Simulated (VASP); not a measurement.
# WC (P1) in VASP: notebook, part 3 of 3

VASP 6.6.1.

**6. Single point, PBE**

File INCAR:

```
SYSTEM = WC
  ALGO = Normal
  EDIFF = 1E-6
  ENCUT = 520
  GGA = PE
  ISIF = 2
  ISMEAR = -1
  LASPH = .TRUE.
  LCHARG = .FALSE.
  LREAL = Auto
  LWAVE = .FALSE.
  NBANDS = 86
  NELM = 100
  PREC = Accurate
  SIGMA = 0.24
```

File KPOINTS:

```
k-points
0
G
  2 3 2
  0 0 0
```

File POSCAR:

```
WC
1.0
   -3.0376710000     -5.2614010000      0.0000000000
    4.5565070000     -2.6307000000      0.0000000000
    0.0000000000      0.0000000000      5.9242650000
W C
8 8
Direct
    0.7598019971      0.5015307761     -0.0092332129
    0.7482984477      0.5213828255      0.4798569949
    0.4695873423     -0.0128054557      0.0070050884
    0.4774158738      0.0282524211      0.4877735888
    0.2388469053      0.5202534129     -0.0115457361
    0.2419152976      0.5250642837      0.5122154394
   -0.0010130169      0.0165088714      0.0089968967
   -0.0178953691      0.0281882057      0.5036405360
    0.4949727211      0.6331964991      0.2091567477
    0.4937214027      0.6982680345      0.7299470905
    0.2349575487      0.1777071191      0.2566394312
    0.2571399806      0.1792615839      0.7526503288
    0.0026865669      0.6872942160      0.2633744439
   -0.0015870226      0.6821188133      0.7605162835
    0.7334597055      0.1698689977      0.2404855286
    0.7341506333      0.1955901941      0.7330192015
```

Potentials or basis: VASP PAW PBE potentials, release 64 (W_sv, C).

Launch:

```bash
$ cat potpaw_PBE.64/W_sv/POTCAR potpaw_PBE.64/C/POTCAR > POTCAR
$ mpirun -np 1 vasp_std > vasp.out
```

OUTCAR:

```text
SYSTEM = WC
   EDIFF = 1E-6
   ENCUT = 520
   GGA = PE
   ISIF = 2
   ISMEAR = -1
   LASPH = .TRUE.
   LREAL = Auto
   NELM = 100
   PREC = Accurate

 ion  position               nearest neighbor table
   1  0.760  0.502  0.991-   9 2.18  14 2.21  16 2.22  15 2.29  13 2.40  10 2.46   2 2.90   5 2.91
                             7 2.94   2 3.03   7 3.08   3 3.11   5 3.17   3 3.23
   2  0.748  0.521  0.480-  13 2.19  16 2.28   9 2.30  15 2.33  10 2.34  14 2.41   1 2.90   8 2.96
                             6 3.01   8 3.02   1 3.03   4 3.07   6 3.08   4 3.13
   3  0.470  0.987  0.007-   9 2.22  12 2.23  10 2.24  11 2.29  15 2.33  16 2.53   5 2.83   4 2.86
                             7 2.86   4 3.08   1 3.11   5 3.14   7 3.22   1 3.23
   4  0.477  0.028  0.488-  11 2.16  12 2.21  10 2.25  15 2.26  16 2.31   9 2.66   3 2.86   6 2.98
                             8 3.01   6 3.01   8 3.07   2 3.07   3 3.08   2 3.13
   5  0.239  0.520  0.988-   9 2.12  14 2.16  12 2.28  13 2.34  10 2.37  11 2.40   6 2.82   3 2.83
                             1 2.91   7 2.99   7 3.03   6 3.10   3 3.14   1 3.17
   6  0.242  0.525  0.512-  10 2.20  13 2.24  14 2.24  12 2.31  11 2.37   9 2.43   5 2.82   4 2.98
                             2 3.01   4 3.01   8 3.05   8 3.08   2 3.08   5 3.10
   7  0.999  0.017  0.009-  11 2.22  15 2.27  14 2.29  13 2.30  12 2.35  16 2.48   3 2.86   8 2.93
[... 222 lines left out ...]
      6     -64.8694      2.00000
[... 685 lines left out ...]
     83      12.4042      0.00002
     84      12.7731      0.00000
 [bands above 84 left out]

------------------------ aborting loop because EDIFF is reached ----------------------------------------

  FORCE on cell =-STRESS in cart. coord.  units (eV):
  Direction    XX          YY          ZZ          XY          YZ          ZX
  --------------------------------------------------------------------------------------
  -------------------------------------------------------------------------------------
  Total      -31.9570380    -30.9001332    -40.4104423      0.5429521     -0.8113176     -0.2850493
  in kB     -270.3774553   -261.4353488   -341.8987874      4.5937301     -6.8642775     -2.4117039
  external PRESSURE =    -291.2371972 kB  Pullay stress =       0.0000000 kB

 VOLUME and BASIS-vectors are now :
 -----------------------------------------------------------------------------
  energy-cutoff  :      520.00
  volume of cell :      189.37
      direct lattice vectors                 reciprocal lattice vectors
    -3.037671000 -5.261401000  0.000000000    -0.082299875 -0.142547594  0.000000000
     4.556507000 -2.630700000  0.000000000     0.164599781 -0.095031719  0.000000000
     0.000000000  0.000000000  5.924265000     0.000000000  0.000000000  0.168797311

 POSITION                                       TOTAL-FORCE (eV/Angst)
 -----------------------------------------------------------------------------------
     -0.02280     -5.31700      5.86956         1.240695      1.180701     -0.263500
      0.10260     -5.30870      2.84280         0.128352      1.233196      1.652412
      3.07171     -5.06770      0.04150         0.599198     -3.151410     -1.460518
     -1.32150     -2.58620      2.88970        -1.329326     -0.943502      1.649076
      1.64500     -2.62530      5.85586        -1.654052      0.339731      1.213255
      1.65760     -2.65410      3.03450        -0.943222      0.192139     -1.927901
[... 8 lines left out ...]
     -1.45400     -4.30590      1.42470         0.041698     -0.486519      0.175422
     -1.33890     -4.37720      4.34260        -0.414542     -0.266414      0.397743
 -----------------------------------------------------------------------------------
    total drift:                               -0.004202      0.010965     -0.007274

  FREE ENERGIE OF THE ION-ELECTRON SYSTEM (eV)
  ---------------------------------------------------
  free  energy   TOTEN  =      -175.3533973858 eV

  energy  without entropy=     -174.5349740331  energy(sigma->0) =     -174.94418571
```

Run time: 8.2 min. Hardware: 1 thread of Intel Xeon 8259CL, shared host; peak memory 0.33 GiB.

What came out:

* Free energy: -175.3534 eV
* Pressure: -29.1 GPa
* Largest force: 3.525 eV/Å
* Band gap on the k mesh: zero (bands 72 and 73 overlap by 0.24 eV)

Forces in eV/Å, atoms in the order of the input:
```
W    1.241  1.181 -0.264
W    0.128  1.233  1.652
W    0.599 -3.151 -1.461
W   -1.329 -0.944  1.649
W   -1.654  0.340  1.213
W   -0.943  0.192 -1.928
W    0.260  1.090 -0.983
W   -1.190 -0.013 -0.193
C    1.555 -0.995  1.761
C   -0.545  0.406  0.317
C    0.165  0.060 -0.340
C    1.105  0.919 -0.238
C    0.069  0.459 -0.767
C    0.912 -0.024 -0.993
C    0.042 -0.487  0.175
C   -0.415 -0.266  0.398
```

Stress tensor (GPa, compression positive):
```
-27.04   0.46  -0.24
  0.46 -26.14  -0.69
 -0.24  -0.69 -34.19
```

Caveat: the k points lie up to 0.53 Å⁻¹ apart; the atoms stand as in a frame of molecular dynamics; spin-orbit coupling is left out, which moves the levels of the heavy elements; forces of over 1 eV/Å act on the atoms, so gaps and moduli don't describe the material at rest.

**7. Summary**

```csv
cell,gap on the mesh (eV),pressure (GPa),largest force (eV/Å)
"as given, atomic positions A",none,-20.8,5.87
"as given, atomic positions B",none,-21.0,8.73
"as given, atomic positions C",none,-13.6,5.98
"as given, atomic positions D",none,-22.6,4.44
"as given, atomic positions E",none,-29.1,3.52
```

Alike in all rows: task single point; level PBE; potentials or basis VASP PAW PBE potentials, release 64 (W_sv, C); no spin polarisation; k mesh 2 × 3 × 2; cutoff (eV) 520; smearing fermi-dirac 0.24 eV.

Caveats: all runs use coarse meshes; spin-orbit coupling is left out, which moves the levels of the heavy elements; forces of over 1 eV/Å act on the atoms, so gaps and moduli don't describe the material at rest; the atoms stand as in a frame of molecular dynamics (at least some runs).

Total energies depend on the potentials used, so only differences within one code and one set of settings carry meaning.
